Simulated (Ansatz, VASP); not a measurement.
## Ir: VASP beside Ansatz

Contents of INCAR:

```
SYSTEM = Ir
ALGO = Fast
EDIFF = 1E-7
ENCUT = 520
GGA = PS
ISIF = 2
ISMEAR = 0
LASPH = .True.
LCHARG = .False.
LREAL = .False.
LWAVE = .False.
NBANDS = 46
NELM = 100
PREC = Accurate
SIGMA = 0.15
```

Contents of KPOINTS:

```
k-points
0
Gamma
  14 14 14
  0 0 0
```

POSCAR

```
Ir
1.0
   -3.8302304141      3.8302304141      0.0000000000
   -3.8302304141      0.0000000000      3.8302304141
    0.0000000000      3.8302304141      3.8302304141
Ir
8
Direct
    0.0000000000      0.0000000000      0.0000000000
    0.5000000000      0.0000000000      0.0000000000
    0.0000000000      0.5000000000      0.0000000000
    0.0000000000      0.0000000000      0.5000000000
    0.5000000000      0.5000000000      0.0000000000
    0.5000000000      0.0000000000      0.5000000000
    0.0000000000      0.5000000000      0.5000000000
    0.5000000000      0.5000000000      0.5000000000
```

Input for Ansatz:

```yaml
crystal:
  lattice:
    - [-3.8302304141, 3.8302304141, 0.0]
    - [-3.8302304141, 0.0, 3.8302304141]
    - [0.0, 3.8302304141, 3.8302304141]
  atoms:
    - { symbol: Ir, position: [0.0, 0.0, 0.0] }
    - { symbol: Ir, position: [0.5, 0.0, 0.0] }
    - { symbol: Ir, position: [0.0, 0.5, 0.0] }
    - { symbol: Ir, position: [0.0, 0.0, 0.5] }
    - { symbol: Ir, position: [0.5, 0.5, 0.0] }
    - { symbol: Ir, position: [0.5, 0.0, 0.5] }
    - { symbol: Ir, position: [0.0, 0.5, 0.5] }
    - { symbol: Ir, position: [0.5, 0.5, 0.5] }
basis:
  ecutwfc: 420
kpoints:
  mp_grid: { grid: [14, 14, 14] }
hamiltonian:
  xc: pbesol
scf:
  occupations: { method: gaussian, width: 0.15 }
output:
  forces: true
  stress: true
  eigenvalues: true
```

Alike in both runs: task single point; functional PBEsol; k mesh 14 × 14 × 14; occupations gaussian, width 0.15 eV; no spin polarisation.

|  | VASP | Ansatz |
| --- | --- | --- |
| version | VASP 6.6.1 | Ansatz 0.2.0 |
| potentials or method | VASP PAW PBE potentials, release 64 (Ir), cutoff 520 eV | scalar-relativistic, plane waves, PAW |
| valence electrons in the cell | 72 | 136 |

Ansatz gave:

- gap on the k mesh at the Fermi level (eV): none
- pressure (GPa): 0.1

What did VASP give for the same quantities?

gap on the k mesh at the Fermi level (eV): none; pressure (GPa): 1.1.

VASP's potentials were made for PBE, not for PBEsol. A gap of «none» marks a metal or a gap that the smearing closes. VASP's potentials hold 72 valence electrons a cell and Ansatz's 136, so a difference there can come from the potentials and not from the codes.

Spin-orbit coupling is off throughout.
